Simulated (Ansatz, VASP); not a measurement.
# ZnO in VASP and in Ansatz

Contents of INCAR:

```
SYSTEM = ZnO
PREC = Accurate
ENCUT = 600
EDIFF = 1E-7
ISMEAR = 0
SIGMA = 0.02
LREAL = .False.
LASPH = .True.
NELM = 100
ALGO = Normal
ISIF = 3
LWAVE = .False.
LCHARG = .False.
GGA = CA
IBRION = 2
NSW = 100
EDIFFG = -0.005
```

KPOINTS

```
regular mesh
0
Gamma
  12 12 6
  0 0 0
```

POSCAR

```
ZnO
1.0
    3.2493987239      0.0000000000      0.0000000000
   -1.6246993619      2.8140618419      0.0000000000
    0.0000000000      0.0000000000      5.2038000000
Zn O
2 2
Direct
    0.3333333333      0.6666666667      0.0000000000
    0.6666666667      0.3333333333      0.5000000000
    0.3333333333      0.6666666667      0.3821000000
    0.6666666667      0.3333333333      0.8821000000
```

Input for Ansatz:

```yaml
crystal:
  lattice:
    - [3.2493987239, 0.0, 0.0]
    - [-1.6246993619, 2.8140618419, 0.0]
    - [0.0, 0.0, 5.2038]
  atoms:
    - { symbol: Zn, position: [0.3333333333, 0.6666666667, 0.0] }
    - { symbol: Zn, position: [0.6666666667, 0.3333333333, 0.5] }
    - { symbol: O, position: [0.3333333333, 0.6666666667, 0.3821] }
    - { symbol: O, position: [0.6666666667, 0.3333333333, 0.8821] }
basis:
  ecutwfc: 420
kpoints:
  mp_grid: { grid: [12, 12, 6] }
hamiltonian:
  xc: lda
scf:
  occupations: { method: gaussian, width: 0.02 }
output:
  forces: true
  stress: true
  eigenvalues: true
  write_density: true
  write_potential: true
  elf: true
  volumetric_format: npy
relax:
  adjacent_minimum: "off"
  f_tol: 0.005
  max_steps: 80
  cell: { stress_tol: 0.05 }
```

Alike in both runs: task relaxation of cell and atoms; functional LDA; k mesh 12 × 12 × 6; occupations gaussian, width 0.02 eV; no spin polarisation.

|  | VASP | Ansatz |
| --- | --- | --- |
| version | VASP 6.6.1 | Ansatz 0.2.0 |
| potentials or method | VASP PAW LDA potentials, release 64 (Zn, O), cutoff 600 eV | scalar-relativistic, plane waves, PAW |
| valence electrons in the cell | 36 | 36 |

```csv
,VASP,Ansatz,Ansatz less VASP
"gap on the k mesh at the Fermi level, each at its own relaxed structure (eV)",0.80,0.80,0.000
relaxed volume (Å³/atom),11.40,11.33,-0.073
relaxed cell length with the largest relative difference (Å),5.163,5.152,-0.0114
```

LDA's correlation is that of Perdew and Zunger in VASP and of Perdew and Wang (1992) in Ansatz.
